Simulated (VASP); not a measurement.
Set up this calculation in VASP 6.6.1, as the native input.

```yaml
Task: relaxation of cell and atoms
Functional: revPBE
Potentials_or_basis: VASP PAW PBE potentials, release 64 (B)
Cutoff: 600 eV
k_mesh: 17 × 17 × 5
Occupations: fermi-dirac, width 0.1 eV
Spin: no spin polarisation
Dipole_correction: no
Further_INCAR_settings: ALGO = Normal; EDIFF = 1e-06; IBRION = 2; EDIFFG = -0.01; NSW = 80; ISIF = 3
```

The structure of B lies in POSCAR:

```
B
1.0
    2.1005919712      0.0000000000      0.0000000000
   -1.0502959856      1.8191660100      0.0000000000
    0.0000000000      0.0000000000      6.8605333778
B
4
Direct
    0.0000000000      0.0000000000      0.0000000000
    0.0000000000      0.0000000000      0.5000000000
    0.3333333333      0.6666666667      0.2500000000
    0.6666666667      0.3333333333      0.7500000000
```

The input as run:

INCAR

```
SYSTEM = B
ALGO = Normal ; EDIFF = 1E-6
EDIFFG = -0.01 ; ENCUT = 600
GGA = RE ; IBRION = 2
ISIF = 3 ; ISMEAR = -1
LASPH = .TRUE. ; LCHARG = .FALSE.
LREAL = .FALSE. ; LWAVE = .FALSE.
NELM = 80 ; NSW = 80
PREC = Accurate ; SIGMA = 0.1
```

KPOINTS

```
k-points
0
G
  17 17 5
  0 0 0
```

Potentials or basis: VASP PAW PBE potentials, release 64 (B).

The run is started by

```console
$ cat potpaw_PBE.64/B/POTCAR > POTCAR
$ mpirun -np 1 vasp_std > vasp.out
```

Results of the run:

The relaxed volume is 7.95 Å³/atom. The relaxed cell is a = 1.721 Å, b = 1.721 Å, c = 12.393 Å, α = 90.00°, β = 90.00°, γ = 120.00°. The space group after relaxing (to 0.05 Å) is P6_3/mmc (No. 194). The energy gained by relaxing is 639.8 meV/atom, the ionic steps are 32 and the pressure after relaxing is 0.0 GPa. The band gap on the k mesh is zero (band 6 reaches 9.50 eV, above the bottom of band 7 at -0.80 eV).

Caveat: the volume moved by over 15 % at a fixed basis, so the end points are rough; the PAW data sets were made with another functional, which shifts forces and pressure a little.

It took 11 min on 1 thread of Intel Xeon 8259CL, on a shared host, peak memory 0.17 GiB.
